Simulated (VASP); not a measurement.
Wanted: the native input for a VASP 6.6.1 run.

| Quantity | Value |
| --- | --- |
| Task | single point |
| Functional | PBE |
| Potentials or basis | VASP PAW PBE potentials, release 64 (Na_pv, I) |
| Cutoff | 520 eV |
| k mesh | 6 × 6 × 4 |
| Occupations | gaussian, width 0.02 eV |
| Spin | no spin polarisation |
| Dipole correction | no |
| Further INCAR settings | ALGO = Normal; EDIFF = 1e-06; NBANDS = 22 |

The structure of NaI lies in POSCAR:

```
NaI
1.0
    4.7298605615      0.0000000000      0.0000000000
    0.0000000000      4.5364725563      0.0000000000
    0.0000000000      0.0000000000      8.1233426613
Na I
2 2
Direct
    0.2500000000      0.5000000000      0.2859095791
    0.7500000000      0.5000000000      0.7140904209
    0.2500000000      0.0000000000      0.7426478242
    0.7500000000      0.0000000000      0.2573521758
```

This cell differs from its parent crystal: strained.

These files were run (other wordings do the same):

INCAR

```
  PREC = Accurate
  ENCUT = 520
  EDIFF = 1E-6
  ISMEAR = 0
  SIGMA = 0.02
  LREAL = F
  LASPH = T
  NELM = 100
  ALGO = Normal
  ISIF = 2
  LWAVE = F
  LCHARG = F
  GGA = PE
  NBANDS = 22
```

KPOINTS

```
regular mesh
0
Gamma
  6 6 4
```

Potentials or basis: VASP PAW PBE potentials, release 64 (Na_pv, I).

Run with:

```sh
$ cat potpaw_PBE.64/Na_pv/POTCAR potpaw_PBE.64/I/POTCAR > POTCAR
$ mpirun -np 1 vasp_std > vasp.out
```

Results of the run:

The pressure is -1.1 GPa, the largest force is 0.091 eV/Å and the band gap on the k mesh is 2.56 eV (least direct gap 2.71 eV).

Caveat: the cell differs from its parent crystal (strained); spin-orbit coupling is left out, which moves the levels of the heavy elements.

It took 78 s on 1 thread of AMD EPYC 9R45 96-Core Processor (Zen 5) (shared host), peak memory 0.32 GiB.
